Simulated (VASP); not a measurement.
Wanted: the native input for a VASP 6.6.1 run.

```
Task                   : single point
Functional             : PBE
Potentials or basis    : VASP PAW PBE potentials, release 64 (Al, N)
Cutoff                 : 520 eV
k mesh                 : 8 × 8 × 3
Occupations            : gaussian, width 0.05 eV
Spin                   : no spin polarisation
Dipole correction      : no
Further INCAR settings : ALGO = Normal; EDIFF = 1e-06; NBANDS = 26
```

The structure of AlN lies in POSCAR:

```
AlN
1.0
   -3.1110021516      0.0000000000      0.0000000000
   -1.5555010758     -2.6942068945      0.0000000000
   -1.2444008606      0.0000000000      9.9560000000
Al N
4 4
Direct
   -0.0281666667      0.3333333333      0.9037500000
    0.1718333333      0.3333333333      0.4037500000
    0.6051666667      0.6666666667      0.1537500000
    0.4051666667      0.6666666667      0.6537500000
    0.2948333333      0.3333333333      0.0962500000
    0.0948333333      0.3333333333      0.5962500000
    0.5281666667      0.6666666667      0.3462500000
    0.3281666667      0.6666666667      0.8462500000
```

The input as run:

INCAR

```
SYSTEM = AlN
  PREC = Accurate
  ENCUT = 520
  EDIFF = 1E-6
  ISMEAR = 0
  SIGMA = 0.05
  LREAL = .FALSE.
  LASPH = .TRUE.
  NELM = 60
  ALGO = Normal
  ISIF = 2
  LWAVE = .FALSE.
  LCHARG = .FALSE.
  GGA = PE
  NBANDS = 26
```

KPOINTS

```
regular mesh
0
G
  8 8 3
  0 0 0
```

Potentials or basis: VASP PAW PBE potentials, release 64 (Al, N).

The run is started by

```sh
$ cat potpaw_PBE.64/Al/POTCAR potpaw_PBE.64/N/POTCAR > POTCAR
$ mpirun -np 1 vasp_std > vasp.out
```

Results of the run:

* Pressure: 2.7 GPa
* Largest force: 1.385 eV/Å
* Band gap on the k mesh: 3.21 eV, direct

Caveat: forces of over 1 eV/Å act on the atoms, so gaps and moduli don't describe the material at rest.

It took 3.1 min on 1 thread of Intel Xeon 6975P-C, on a shared host, peak memory 0.3 GiB.
